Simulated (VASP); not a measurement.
Write the native input for VASP 6.6.1 that does the following.

| Property | Result |
| --- | --- |
| Task | single point |
| Functional | PBE |
| Potentials or basis | VASP PAW PBE potentials, release 64 (Si, F) |
| Cutoff | 520 eV |
| k mesh | 4 × 4 × 4 |
| Occupations | gaussian, width 0.1 eV |
| Spin | no spin polarisation |
| Dipole correction | no |
| Further INCAR settings | ALGO = Normal; EDIFF = 1e-07; NBANDS = 18 |

The structure of Si3F lies in POSCAR:

```
Si3F
1.0
    3.7874183100      0.0000000000      0.0000000000
    0.0000000000      3.7874183100      0.0000000000
    0.0000000000      0.0000000000      3.7484888300
Si F
3 1
Direct
    0.0000000000      0.5000000000      0.5000000000
    0.5000000000      0.0000000000      0.5000000000
    0.5000000000      0.5000000000      0.0000000000
    0.0000000000      0.0000000000      0.0000000000
```

The cell was generated, and may not be a known phase.

These files were run (other wordings do the same):

INCAR

```
PREC = Accurate
ENCUT = 520
EDIFF = 1E-7
ISMEAR = 0
SIGMA = 0.1
LREAL = F
LASPH = T
NELM = 80
ALGO = Normal
ISIF = 2
LWAVE = F
LCHARG = F
GGA = PE
NBANDS = 18
```

KPOINTS

```
regular mesh
0
Gamma
  4 4 4
```

Potentials or basis: VASP PAW PBE potentials, release 64 (Si, F).

Launch:

```console
$ cat potpaw_PBE.64/Si/POTCAR potpaw_PBE.64/F/POTCAR > POTCAR
$ mpirun -np 1 vasp_std > vasp.out
```

Results of the run:

| Item | Value |
| --- | --- |
| Pressure | 4.9 GPa |
| Band gap on the k mesh | zero (an odd number of electrons rules out a gap without spin polarisation) |

Caveat: the k points lie up to 0.42 Å⁻¹ apart, too coarse for converged energies and pressures of a metal; an odd number of electrons without spin polarisation forces a metal; a magnetic or distorted state may lie lower.

Run time: 16 s on 1 thread of Intel Xeon 8259CL, on a shared host, peak memory 0.15 GiB.
